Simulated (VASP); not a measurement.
# CuAu (P4/mmm) in VASP: further runs

CuAu is run at these levels: r2SCAN; tasks: single point.

All numbers are computed with VASP 6.6.1; they aren't measurements. Logs are shortened: lines on timing, memory, paths and dates and some standing lists are left out, and cuts for length are marked.

## Step 1: The cell of the first run

Symmetry: P4/mmm, No. 123, tetragonal system. Conventional cell: a = 2.792 Å, b = 2.792 Å, c = 3.660 Å, α = 90.00°, β = 90.00°, γ = 90.00°. Within 3.5 Å of Au (site symmetry 4/mmm) lie 8 Cu at 2.69 Å and 4 Au at 2.79 Å. Within 3.5 Å of Cu (site symmetry 4/mmm) lie 8 Au at 2.69 Å and 4 Cu at 2.79 Å.

## Step 2: Single point, r2SCAN

POSCAR

```
CuAu
1.0
    2.7918847965      0.0000000000      0.0000000000
    0.0000000000      2.7918847965      0.0000000000
    0.0000000000      0.0000000000      3.6602677112
Au Cu
1 1
Direct
    0.0000000000      0.0000000000      0.0000000000
    0.5000000000      0.5000000000      0.5000000000
```

INCAR.step1

```
SYSTEM = CuAu
PREC = Accurate
ENCUT = 520
ISMEAR = -1
SIGMA = 0.05
LREAL = .FALSE.
LASPH = .TRUE.
NELM = 60
NBANDS = 18
GGA = PE
ALGO = Normal
EDIFF = 1E-4
LWAVE = .TRUE.
LCHARG = .FALSE.
```

INCAR.step2

```
SYSTEM = CuAu
PREC = Accurate
ENCUT = 520
EDIFF = 1E-6
ISMEAR = -1
SIGMA = 0.05
LREAL = .FALSE.
LASPH = .TRUE.
NELM = 60
ALGO = Normal
ISIF = 2
LWAVE = .FALSE.
LCHARG = .FALSE.
METAGGA = R2SCAN
LMIXTAU = .TRUE.
NBANDS = 18
ISTART = 1
```

KPOINTS

```
Automatic mesh
0
G
  9 9 7
  0 0 0
```

Potentials or basis: VASP PAW PBE potentials, release 64 (Au, Cu).

Launch:

```
$ cat potpaw_PBE.64/Au/POTCAR potpaw_PBE.64/Cu/POTCAR > POTCAR
$ cp INCAR.step1 INCAR
$ mpirun -np 1 vasp_std > vasp.out
$ cp INCAR.step2 INCAR
$ mpirun -np 1 vasp_std > vasp.out
```

OUTCAR:

```text
SYSTEM = CuAu
   PREC = Accurate
   ENCUT = 520
   EDIFF = 1E-6
   ISMEAR = -1
   LREAL = .FALSE.
   LASPH = .TRUE.
   NELM = 60
   ISIF = 2
   METAGGA = R2SCAN
   ISTART = 1

 ion  position               nearest neighbor table
   1  0.000  0.000  0.000-   2 2.69   2 2.69   2 2.69   2 2.69   2 2.69   2 2.69   2 2.69   2 2.69

   2  0.500  0.500  0.500-   1 2.69   1 2.69   1 2.69   1 2.69   1 2.69   1 2.69   1 2.69   1 2.69

  LATTYP: Found a simple tetragonal cell.
 ALAT       =     2.7918847965
 C/A-ratio  =     1.3110382333

  Lattice vectors:

 A1 = (   2.7918847965,   0.0000000000,   0.0000000000)
 A2 = (   0.0000000000,   2.7918847965,   0.0000000000)
 A3 = (   0.0000000000,   0.0000000000,   3.6602677112)

Analysis of symmetry for initial positions (statically):
=====================================================================
 Subroutine PRICEL returns:
 Original cell was already a primitive cell.

 Routine SETGRP: Setting up the symmetry group for a
 simple tetragonal supercell.

 Subroutine GETGRP returns: Found 16 space group operations
 (whereof 16 operations were pure point group operations)
 out of a pool of 16 trial point group operations.

The static configuration has the point symmetry D_4h.

Analysis of symmetry for dynamics (positions and initial velocities):
=====================================================================
 Subroutine PRICEL returns:
 Original cell was already a primitive cell.

 Routine SETGRP: Setting up the symmetry group for a
 simple tetragonal supercell.

 Subroutine GETGRP returns: Found 16 space group operations
 (whereof 16 operations were pure point group operations)
 out of a pool of 16 trial point group operations.

The dynamic configuration has the point symmetry D_4h.

 Subroutine INISYM returns: Found 16 space group operations
 (whereof 16 operations are pure point group operations),
 and found     1 'primitive' translations

----------------------------------------------------------------------------------------

                                     Primitive cell

  volume of cell :      28.5304

  direct lattice vectors                    reciprocal lattice vectors
     2.791884797  0.000000000  0.000000000     0.358180968  0.000000000  0.000000000
     0.000000000  2.791884797  0.000000000     0.000000000  0.358180968  0.000000000
     0.000000000  0.000000000  3.660267711     0.000000000  0.000000000  0.273204060
[... 76 lines left out ...]
   ISTART =      1    job   : 0-new  1-cont  2-samecut
   ICHARG =      0    charge: 1-file 2-atom 10-const
   ISPIN  =      1    spin polarized calculation?
   LNONCOLLINEAR =      F non collinear calculations
   LSORBIT =      F    spin-orbit coupling
   LASPH  =      T    aspherical Exc in radial PAW
   ENCUT  =  520.0 eV  38.22 Ry    6.18 a.u.   5.19  5.19  6.81*2*pi/ulx,y,z
   NELM   =     60;   NELMIN=  2; NELMDL=  0     # of ELM steps
   EDIFF  = 0.1E-05   stopping-criterion for ELM
   LREAL  =      F    real-space projection
   EDIFFG = 0.1E-04   stopping-criterion for IOM
   NSW    =      0    number of steps for IOM
   IBRION =     -1    ionic relax: 0-MD 1-quasi-New 2-CG
   NFREE  =      0    steps in history (QN), initial steepest desc. (CG)
   ISIF   =      2    stress and relaxation
   ISYM   =      2    0-nonsym 1-usesym 2-fastsym
   POTIM  = 0.5000    time-step for ionic-motion
   TEBEG  =    0.0;   TEEND  =   0.0 temperature during run
   PSTRESS=    0.0 pullay stress
   NELECT =      22.0000    total number of electrons
   NUPDOWN=      -1.0000    fix difference up-down
   EMIN   =  10.00;   EMAX   =-10.00  energy-range for DOS
   EFERMI =   0.00;   METHOD = LEGACY
   ISMEAR =    -1;   SIGMA  =   0.05  broadening in eV -4-tet -1-fermi 0-gaus
   EFERMI_NEDOS =   21; number of points for ismear=-14 and -15
   IALGO  =     38    algorithm
   IMIX   =      4    mixing-type and parameters
     AMIX     =   0.40;   BMIX     =  1.00
     AMIX_MAG =   1.60;   BMIX_MAG =  1.00
  volume/ion in A,a.u.               =      14.27        96.27
  Fermi-wavevector in a.u.,A,eV,Ry     =   1.501227  2.836908 30.663223  2.253683
  Thomas-Fermi vector in A             =   2.612625
   LORBIT       =      0    0 simple, 1 ext, 2 COOP (PROOUT), +10 PAW based schemes
   METAGGA = R2SCAN    functional components
   LHFCALC =     F    Hartree Fock is set to
   AEXX    =    0.0000 exact exchange contribution
   IVDW    =     0    specifies the selected vdW correction
   LEPSILON=     F    determine dielectric tensor
   LRPA    =     F    only Hartree local field effects (RPA)
 non-spin polarized calculation
  energy-cutoff  :      520.00
  volume of cell :       28.53
 maximum number of plane-waves:       788
 NGX is ok and might be reduce to    24
   NGX = 11   NGY = 11   NGZ = 13

 number of electron      22.0000009 magnetization

 Free energy of the ion-electron system (eV)
  ---------------------------------------------------
  ext. energy  EPLUGINS =         0.00000000
  ---------------------------------------------------
  free energy    TOTEN  =       -61.55210909 eV

  energy without entropy =      -61.54840828  energy(sigma->0) =      -61.55025868

 E-fermi :   8.8650     XC(G=0): -13.7460

 val. band max:        8.8056795674   @ k =   0.1111   0.1111   0.2857
 cond. band min:       8.8878845176   @ k =   0.3333   0.1111   0.4286
 fundamental gap:      0.0822049502
 Fermi energy:         8.8650448518

 k-point     1 :       0.0000    0.0000    0.0000
  band No.  band energies     occupation
      1      -1.3728      2.00000
      2       1.7960      2.00000
      3       1.9908      2.00000
      4       4.5247      2.00000
      5       4.5247      2.00000
      6       5.6339      2.00000
[... 481 lines left out ...]
      5       4.5313      2.00000
      6       5.2148      2.00000
[... 10 lines left out ...]
     17      24.7821      0.00000
     18      25.4566      0.00000

 [... further k-points ...]
[... 5 lines left out ...]
  --------------------------------------------------------------------------------------
  -------------------------------------------------------------------------------------
  Total        0.6178382      0.6178382      0.4344653      0.0000000      0.0000000      0.0000000
  in kB       34.6958471     34.6958471     24.3982036      0.0000000      0.0000000      0.0000000
  external PRESSURE =      31.2632993 kB  Pullay stress =       0.0000000 kB

 VOLUME and BASIS-vectors are now :
 -----------------------------------------------------------------------------
  energy-cutoff  :      520.00
  volume of cell :       28.53
      direct lattice vectors                 reciprocal lattice vectors
     2.791884797  0.000000000  0.000000000     0.358180968  0.000000000  0.000000000
     0.000000000  2.791884797  0.000000000     0.000000000  0.358180968  0.000000000
     0.000000000  0.000000000  3.660267711     0.000000000  0.000000000  0.273204060

 POSITION                                       TOTAL-FORCE (eV/Angst)
 -----------------------------------------------------------------------------------
      0.00000      0.00000      0.00000         0.000000      0.000000      0.000000
      1.39594      1.39594      1.83013         0.000000      0.000000      0.000000
 -----------------------------------------------------------------------------------
    total drift:                                0.000000      0.000000     -0.000000

  FREE ENERGIE OF THE ION-ELECTRON SYSTEM (eV)
  ---------------------------------------------------
  free  energy   TOTEN  =       -61.5521090889 eV

  energy  without entropy=      -61.5484082780  energy(sigma->0) =      -61.55025868
```

OUTCAR.step1:

```text
SYSTEM = CuAu
   PREC = Accurate
   ENCUT = 520
   ISMEAR = -1
   LREAL = .FALSE.
   LASPH = .TRUE.
[... 727 lines left out ...]
      0.00000      0.00000      0.00000         0.000000      0.000000      0.000000
      1.39594      1.39594      1.83013         0.000000      0.000000      0.000000
 -----------------------------------------------------------------------------------
    total drift:                                0.000000      0.000000     -0.000000

  FREE ENERGIE OF THE ION-ELECTRON SYSTEM (eV)
  ---------------------------------------------------
  free  energy   TOTEN  =        -7.0432195345 eV

  energy  without entropy=       -7.0394327601  energy(sigma->0) =       -7.04132615
```

OSZICAR.step1:

```text
N       E                     dE             d eps       ncg     rms          rms(c)
DAV:   1     0.132752865337E+03    0.13275E+03   -0.10995E+04  2306   0.175E+03
DAV:   2    -0.232327017196E+01   -0.13508E+03   -0.12667E+03  2186   0.303E+02
DAV:   3    -0.794103010289E+01   -0.56178E+01   -0.55174E+01  2528   0.717E+01
DAV:   4    -0.802148839974E+01   -0.80458E-01   -0.80395E-01  2674   0.715E+00
DAV:   5    -0.802357922399E+01   -0.20908E-02   -0.20907E-02  2738   0.119E+00    0.120E+01
DAV:   6    -0.744220431571E+01    0.58137E+00   -0.65333E+00  2322   0.692E+01    0.549E+00
DAV:   7    -0.712304489354E+01    0.31916E+00   -0.26529E+00  2620   0.738E+01    0.595E+00
DAV:   8    -0.705007918972E+01    0.72966E-01   -0.26099E-01  2930   0.128E+01    0.275E+00
DAV:   9    -0.704354853674E+01    0.65307E-02   -0.14082E-02  3304   0.211E+00    0.137E-01
DAV:  10    -0.704323625787E+01    0.31228E-03   -0.24473E-03  2830   0.104E+00    0.713E-02
DAV:  11    -0.704321953449E+01    0.16723E-04   -0.70938E-05  1300   0.203E-01
   1 F= -.70432195E+01 E0= -.70413261E+01  d E =-.378677E-02
```

Run time: 48 s. Hardware: 1 thread of Intel Xeon Platinum 8559C (Emerald Rapids), shared host; peak memory 0.17 GiB.

Results:

* Free energy: -61.5521 eV
* Pressure: 3.1 GPa
* Band gap on the k mesh: zero (band 11 reaches 12.55 eV, above the bottom of band 12 at 6.78 eV)

Caveat: the PAW data sets were made with another functional, which shifts forces and pressure a little; spin-orbit coupling is left out, which moves the levels of the heavy elements.

[end of part 1 of 2]
